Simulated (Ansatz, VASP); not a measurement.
**InSbTe3: VASP beside Ansatz**

```
In Sb Te
1.0
    -2.92478    3.06414    4.89671
     2.92478   -3.06414    4.89671
     2.92478    3.06414   -4.89671
In Sb Te
1 1 3
Direct
  0.00000 0.00000 0.00000
  0.50000 0.50000 0.00000
  0.64780 0.14780 0.50000
  0.35220 0.85220 0.50000
  0.00000 0.50000 0.50000
```

Alike in both runs: functional PBE; k mesh 10 × 10 × 10; occupations gaussian, width 0.1 eV; no spin polarisation.

Ansatz relaxed the structure, and its values are those at the end. VASP's run is a single point on that final structure, the one shown.

|  | VASP | Ansatz |
| --- | --- | --- |
| version | VASP 6.6.1 | Ansatz 0.2.0 |
| potentials or method | VASP PAW PBE potentials, release 64 (In_d, Sb, Te), cutoff 520 eV | scalar-relativistic, plane waves, PAW |
| valence electrons in the cell | 36 | 76 |

|  | VASP | Ansatz | Ansatz less VASP |
| --- | --- | --- | --- |
| gap on the k mesh at the Fermi level (eV) | none | none | - |
| pressure (GPa) | 0.0 | 0.0 | +0.03 |

A gap of «none» marks a metal or a gap that the smearing closes. The functional is the same, so the differences come from potentials, cutoffs and numerics. VASP's potentials hold 36 valence electrons a cell and Ansatz's 76, so a difference there can come from the potentials and not from the codes.

Neither program's run includes spin-orbit coupling.
